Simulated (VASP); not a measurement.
# Zn2B (Fm-3m) in VASP: notebook

Zn2B is run at these levels: PBE; tasks: single point, relaxation of cell and atoms.

Everything below comes from runs of VASP 6.6.1. Logs are shortened: lines on timing, memory, paths and dates and some standing lists are left out, and cuts for length are marked.

### Step 1. The cell of the first run

It takes space group Fm-3m (No. 225, cubic). Conventional cell: a = 5.291 Å, b = 5.291 Å, c = 5.291 Å, α = 90.00°, β = 90.00°, γ = 90.00°. Within 3.0 Å of Zn (site symmetry -43m) lie 4 B at 2.29 Å and 6 Zn at 2.65 Å. Within 3.0 Å of B (site symmetry m-3m) lie 8 Zn at 2.29 Å.

The cell was built from a structure type or drawn by symmetry, and may not be a known phase.

### Step 2. Single point, PBE

Input file INCAR:

```
SYSTEM = Zn2B
  PREC = Accurate
  ENCUT = 520
  EDIFF = 1E-6
  ISMEAR = 0
  SIGMA = 0.1
  LREAL = .False.
  LASPH = .True.
  NELM = 80
  ALGO = Fast
  ISIF = 2
  LWAVE = .False.
  LCHARG = .False.
  GGA = PE
  NBANDS = 20
```

Input file KPOINTS:

```
regular mesh
0
Gamma
  6 6 6
  0 0 0
```

Input file POSCAR:

```
Zn2B
1.0
    0.0000000000      2.6454066627      2.6454066627
    2.6454066627      0.0000000000      2.6454066627
    2.6454066627      2.6454066627      0.0000000000
Zn B
2 1
Direct
    0.2500000000      0.2500000000      0.2500000000
    0.7500000000      0.7500000000      0.7500000000
    0.5000000000      0.5000000000      0.5000000000
```

Potentials or basis: VASP PAW PBE potentials, release 64 (Zn, B).

Started as:

```bash
$ cat potpaw_PBE.64/Zn/POTCAR potpaw_PBE.64/B/POTCAR > POTCAR
$ mpirun -np 1 vasp_std > vasp.out
```

OUTCAR:

```text
SYSTEM = Zn2B
   PREC = Accurate
   ENCUT = 520
   EDIFF = 1E-6
   ISMEAR = 0
   LREAL = .False.
   LASPH = .True.
   NELM = 80
   ISIF = 2
   GGA = PE

 ion  position               nearest neighbor table
   1  0.250  0.250  0.250-   3 2.29   3 2.29   3 2.29   3 2.29   2 2.65   2 2.65   2 2.65   2 2.65
                             2 2.65   2 2.65
   2  0.750  0.750  0.750-   3 2.29   3 2.29   3 2.29   3 2.29   1 2.65   1 2.65   1 2.65   1 2.65
                             1 2.65   1 2.65
   3  0.500  0.500  0.500-   1 2.29   1 2.29   1 2.29   1 2.29   2 2.29   2 2.29   2 2.29   2 2.29

  LATTYP: Found a face centered cubic cell.
 ALAT       =     5.2908133254

  Lattice vectors:

 A1 = (   0.0000000000,   2.6454066627,   2.6454066627)
 A2 = (   2.6454066627,   0.0000000000,   2.6454066627)
 A3 = (   2.6454066627,   2.6454066627,   0.0000000000)

Analysis of symmetry for initial positions (statically):
=====================================================================
 Subroutine PRICEL returns:
 Original cell was already a primitive cell.

 Routine SETGRP: Setting up the symmetry group for a
 face centered cubic supercell.

 Subroutine GETGRP returns: Found 48 space group operations
 (whereof 48 operations were pure point group operations)
 out of a pool of 48 trial point group operations.

The static configuration has the point symmetry O_h .

Analysis of symmetry for dynamics (positions and initial velocities):
=====================================================================
 Subroutine PRICEL returns:
 Original cell was already a primitive cell.

 Routine SETGRP: Setting up the symmetry group for a
 face centered cubic supercell.

 Subroutine GETGRP returns: Found 48 space group operations
 (whereof 48 operations were pure point group operations)
 out of a pool of 48 trial point group operations.

The dynamic configuration has the point symmetry O_h .

 Subroutine INISYM returns: Found 48 space group operations
 (whereof 48 operations are pure point group operations),
 and found     1 'primitive' translations

----------------------------------------------------------------------------------------

                                     Primitive cell

  volume of cell :      37.0260

  direct lattice vectors                    reciprocal lattice vectors
     0.000000000  2.645406663  2.645406663    -0.189006857  0.189006857  0.189006857
     2.645406663  0.000000000  2.645406663     0.189006857 -0.189006857  0.189006857
     2.645406663  2.645406663  0.000000000     0.189006857  0.189006857 -0.189006857

  length of vectors
     3.741169980  3.741169980  3.741169980     0.327369480  0.327369480  0.327369480

  position of ions in fractional coordinates (direct lattice)
     0.250000000  0.250000000  0.250000000
     0.750000000  0.750000000  0.750000000
     0.500000000  0.500000000  0.500000000

  ion indices of the primitive-cell ions
   primitive index   ion index
                 1           1
                 2           2
                 3           3

----------------------------------------------------------------------------------------

 KPOINTS: regular mesh

Automatic generation of k-mesh.
 Grid dimensions read from file:
 generate k-points for:    6    6    6

 Generating k-lattice:

  Cartesian coordinates                     Fractional coordinates (reciprocal lattice)
    -0.031501143  0.031501143  0.031501143     0.166666667  0.000000000  0.000000000
     0.031501143 -0.031501143  0.031501143     0.000000000  0.166666667  0.000000000
     0.031501143  0.031501143 -0.031501143     0.000000000  0.000000000  0.166666667

  Length of vectors
     0.054561580  0.054561580  0.054561580

  Shift w.r.t. Gamma in fractional coordinates (k-lattice)
     0.000000000  0.000000000  0.000000000

 Subroutine IBZKPT returns following result:
 ===========================================

 Found     16 irreducible k-points:

 Following reciprocal coordinates:
            Coordinates               Weight
  0.000000  0.000000  0.000000      1.000000
  0.166667  0.000000  0.000000      8.000000
  0.333333  0.000000  0.000000      8.000000
  0.500000  0.000000  0.000000      4.000000
  0.166667  0.166667  0.000000      6.000000
  0.333333  0.166667  0.000000     24.000000
[... 8 lines left out ...]
 -0.333333  0.333333  0.166667     24.000000
 -0.333333  0.500000  0.166667     12.000000
   k-points           NKPTS =     16   k-points in BZ     NKDIM =     16   number of bands    NBANDS=     20
   number of dos      NEDOS =    301   number of ions     NIONS =      3
   total plane-waves  NPLWV =  21952
   dimension x,y,z NGX =    28 NGY =   28 NGZ =   28
   dimension x,y,z NGXF=    56 NGYF=   56 NGZF=   56
   ions per type =               2   1
   NGX,Y,Z   is equivalent  to a cutoff of  12.44, 12.44, 12.44 a.u.
   NGXF,Y,Z  is equivalent  to a cutoff of  24.88, 24.88, 24.88 a.u.
 SYSTEM =  Zn2B
   PREC   = accura    normal or accurate (medium, high low for compatibility)
   ISTART =      0    job   : 0-new  1-cont  2-samecut
   ICHARG =      2    charge: 1-file 2-atom 10-const
   ISPIN  =      1    spin polarized calculation?
   LNONCOLLINEAR =      F non collinear calculations
   LSORBIT =      F    spin-orbit coupling
   LASPH  =      T    aspherical Exc in radial PAW
   ENCUT  =  520.0 eV  38.22 Ry    6.18 a.u.   6.96  6.96  6.96*2*pi/ulx,y,z
   NELM   =     80;   NELMIN=  2; NELMDL= -5     # of ELM steps
   EDIFF  = 0.1E-05   stopping-criterion for ELM
   LREAL  =      F    real-space projection
   EDIFFG = 0.1E-04   stopping-criterion for IOM
   NSW    =      0    number of steps for IOM
   IBRION =     -1    ionic relax: 0-MD 1-quasi-New 2-CG
   NFREE  =      0    steps in history (QN), initial steepest desc. (CG)
   ISIF   =      2    stress and relaxation
   ISYM   =      2    0-nonsym 1-usesym 2-fastsym
   POTIM  = 0.5000    time-step for ionic-motion
   TEBEG  =    0.0;   TEEND  =   0.0 temperature during run
   PSTRESS=    0.0 pullay stress
   NELECT =      27.0000    total number of electrons
   NUPDOWN=      -1.0000    fix difference up-down
   EMIN   =  10.00;   EMAX   =-10.00  energy-range for DOS
   EFERMI =   0.00;   METHOD = LEGACY
   ISMEAR =     0;   SIGMA  =   0.10  broadening in eV -4-tet -1-fermi 0-gaus
   EFERMI_NEDOS =   21; number of points for ismear=-14 and -15
   IALGO  =     68    algorithm
   IMIX   =      4    mixing-type and parameters
     AMIX     =   0.40;   BMIX     =  1.00
     AMIX_MAG =   1.60;   BMIX_MAG =  1.00
  volume/ion in A,a.u.               =      12.34        83.29
  Fermi-wavevector in a.u.,A,eV,Ry     =   1.473535  2.784576 29.542384  2.171304
  Thomas-Fermi vector in A             =   2.588416
   LORBIT       =      0    0 simple, 1 ext, 2 COOP (PROOUT), +10 PAW based schemes
   GGA     = PE    functional components
   LHFCALC =     F    Hartree Fock is set to
   AEXX    =    0.0000 exact exchange contribution
   IVDW    =     0    specifies the selected vdW correction
   LEPSILON=     F    determine dielectric tensor
   LRPA    =     F    only Hartree local field effects (RPA)
 non-spin polarized calculation
 RMM-DIIS sequential band-by-band and
 Gauss-broadening in eV      SIGMA  =   0.10
  energy-cutoff  :      520.00
  volume of cell :       37.03
 maximum number of plane-waves:      1018
   NGX = 13   NGY = 13   NGZ = 13

 number of electron      27.0000021 magnetization

 Free energy of the ion-electron system (eV)
  ---------------------------------------------------
  ext. energy  EPLUGINS =         0.00000000
  ---------------------------------------------------
  free energy    TOTEN  =        -7.89166475 eV

  energy without entropy =       -7.88505516  energy(sigma->0) =       -7.88835995

 E-fermi :   3.2237     XC(G=0): -11.6486

 val. band max:        3.2147400522   @ k =   0.3333   0.1667   0.0000
 cond. band min:       3.7647185167   @ k =  -0.3333   0.1667   0.0000
 fundamental gap:      0.5499784645
 Fermi energy:         3.2236750064

 k-point     1 :       0.0000    0.0000    0.0000
  band No.  band energies     occupation
      1      -8.1091      2.00000
      2      -4.5755      2.00000
      3      -4.5755      2.00000
      4      -4.5755      2.00000
      5      -4.4871      2.00000
      6      -4.4871      2.00000
[... 12 lines left out ...]
     19      12.2301      0.00000
     20      14.5825      0.00000

 k-point     2 :       0.1667    0.0000    0.0000
  band No.  band energies     occupation
      1      -7.7119      2.00000
      2      -4.5531      2.00000
      3      -4.5112      2.00000
      4      -4.5112      2.00000
      5      -4.3869      2.00000
      6      -4.3869      2.00000
[... 12 lines left out ...]
     19      13.1250      0.00000
     20      13.3063      0.00000

 k-point     3 :       0.3333    0.0000    0.0000
  band No.  band energies     occupation
      1      -6.6510      2.00000
      2      -4.4217      2.00000
      3      -4.3237      2.00000
      4      -4.3237      2.00000
      5      -4.1358      2.00000
      6      -4.1358      2.00000
[... 12 lines left out ...]
     19      12.7651      0.00000
     20      14.0505      0.00000

 k-point     4 :       0.5000    0.0000    0.0000
  band No.  band energies     occupation
      1      -5.8609      2.00000
      2      -4.1503      2.00000
      3      -4.1503      2.00000
      4      -4.1382      2.00000
      5      -3.8889      2.00000
      6      -3.8889      2.00000
[... 245 lines left out ...]
 k-point    15 :      -0.3333    0.3333    0.1667
  band No.  band energies     occupation
      1      -5.5032      2.00000
      2      -4.3300      2.00000
      3      -4.3242      2.00000
      4      -4.1617      2.00000
      5      -3.9121      2.00000
      6      -3.9026      2.00000
[... 12 lines left out ...]
     19      13.5313      0.00000
     20      15.1272      0.00000

 k-point    16 :      -0.3333    0.5000    0.1667
  band No.  band energies     occupation
      1      -5.3948      2.00000
      2      -4.5688      2.00000
      3      -4.2801      2.00000
      4      -4.1713      2.00000
      5      -4.1045      2.00000
      6      -3.7939      2.00000
[... 12 lines left out ...]
     19      14.8561      0.00000
     20      16.0138      0.00000

------------------------ aborting loop because EDIFF is reached ----------------------------------------

  FORCE on cell =-STRESS in cart. coord.  units (eV):
  Direction    XX          YY          ZZ          XY          YZ          ZX
  --------------------------------------------------------------------------------------
  -------------------------------------------------------------------------------------
  Total        0.1116792      0.1116792      0.1116792      0.0000000     -0.0000000      0.0000000
  in kB        4.8325390      4.8325390      4.8325390      0.0000000     -0.0000000      0.0000000
  external PRESSURE =       4.8325390 kB  Pullay stress =       0.0000000 kB

 VOLUME and BASIS-vectors are now :
 -----------------------------------------------------------------------------
  energy-cutoff  :      520.00
  volume of cell :       37.03
      direct lattice vectors                 reciprocal lattice vectors
     0.000000000  2.645406663  2.645406663    -0.189006857  0.189006857  0.189006857
     2.645406663  0.000000000  2.645406663     0.189006857 -0.189006857  0.189006857
     2.645406663  2.645406663  0.000000000     0.189006857  0.189006857 -0.189006857

 POSITION                                       TOTAL-FORCE (eV/Angst)
 -----------------------------------------------------------------------------------
      1.32270      1.32270      1.32270         0.000000      0.000000      0.000000
      3.96811      3.96811      3.96811        -0.000000     -0.000000     -0.000000
      2.64541      2.64541      2.64541        -0.000000      0.000000      0.000000
 -----------------------------------------------------------------------------------
    total drift:                                0.000000      0.000000      0.000000

  FREE ENERGIE OF THE ION-ELECTRON SYSTEM (eV)
  ---------------------------------------------------
  free  energy   TOTEN  =        -7.8916647530 eV

  energy  without entropy=       -7.8850551560  energy(sigma->0) =       -7.88835995
```

Run time: 23 s. Hardware: 1 thread of Intel Xeon 8259CL, shared host; peak memory 0.15 GiB.

What came out:

```
Free energy            : -7.8917 eV
Pressure               : 0.5 GPa
Band gap on the k mesh : zero (an odd number of electrons rules out a gap without spin polarisation)
```

### Step 3. Relaxation of cell and atoms, PBE

This run uses another cell than the first one, of 13.80 Å³/atom.

Input file INCAR:

```
SYSTEM = Zn2B
PREC     = Accurate       ! precision mode
ENCUT    = 600            ! plane-wave cutoff, eV
EDIFF    = 1E-6           ! SCF threshold, eV
ISMEAR   = 0              ! smearing method
SIGMA    = 0.1            ! smearing width, eV
LREAL    = .False.        ! projectors in reciprocal space
LASPH    = .True.         ! aspherical terms in the spheres
NELM     = 60             ! most SCF steps
ALGO     = Fast           ! electronic algorithm
ISIF     = 3              ! what is computed and relaxed
LWAVE    = .False.        ! write WAVECAR
LCHARG   = .False.        ! write CHGCAR
GGA      = PE             ! functional
IBRION   = 2              ! ionic algorithm
NSW      = 90             ! ionic steps
EDIFFG   = -0.04          ! ionic threshold
```

Input file KPOINTS:

```
Automatic mesh
0
Gamma
  6 6 6
  0 0 0
```

Input file POSCAR:

```
Zn2B
1.0
    0.0000000000      2.7454704300      2.7454704300
    2.7454704300      0.0000000000      2.7454704300
    2.7454704300      2.7454704300      0.0000000000
Zn B
2 1
Direct
    0.2500000000      0.2500000000      0.2500000000
    0.7500000000      0.7500000000      0.7500000000
    0.5000000000      0.5000000000      0.5000000000
```

Potentials or basis: VASP PAW PBE potentials, release 64 (Zn, B).

Started as:

```bash
$ cat potpaw_PBE.64/Zn/POTCAR potpaw_PBE.64/B/POTCAR > POTCAR
$ mpirun -np 1 vasp_std > vasp.out
```

Wall time 55 s (1 thread of Intel Xeon 8259CL, shared host); peak memory 0.19 GiB.

Results (log left out):

* Free energy: -7.8936 eV
* Relaxed volume: 12.37 Å³/atom
* Relaxed cell: a = 3.744 Å, b = 3.744 Å, c = 3.744 Å, α = 60.00°, β = 60.00°, γ = 60.00°
* Space group after relaxing (to 0.1 Å): Fm-3m (No. 225)
* Energy gained by relaxing: 47.2 meV/atom
* Ionic steps: 3
* Pressure after relaxing: 0.0 GPa
* Band gap on the k mesh: zero (an odd number of electrons rules out a gap without spin polarisation)

The path:
| step | energy change (eV) | largest force (eV/Å) | pressure (GPa) | volume (Å³) |
| --- | --- | --- | --- | --- |
| 1 | 0.0000 | 0.0000 | -9.47 | 41.39 |
| 2 | -0.1397 | 0.0000 | 1.43 | 36.69 |
| 3 | -0.1415 | 0.0000 | 0.02 | 37.12 |

Final structure:
```
Zn B
1.0
     0.00000    2.64771    2.64771
     2.64771    0.00000    2.64771
     2.64771    2.64771    0.00000
Zn B
2 1
Direct
  0.25000 0.25000 0.25000
  0.75000 0.75000 0.75000
  0.50000 0.50000 0.50000
```

Levels at points of the mesh, in eV from the Fermi level:
| k point | band 12 | band 13 | band 14 | band 15 | band 16 | band 17 |
| --- | --- | --- | --- | --- | --- | --- |
| (0.00, 0.00, 0.00) | 2.27 | 2.27 | 2.27 | 4.57 | 4.58 | 4.58 |
| (0.50, 0.00, 0.00) | -6.12 | 0.78 | 0.78 | 3.54 | 5.53 | 5.53 |
| (0.50, 0.50, 0.00) | -4.43 | -2.08 | -2.08 | 1.80 | 2.91 | 10.40 |
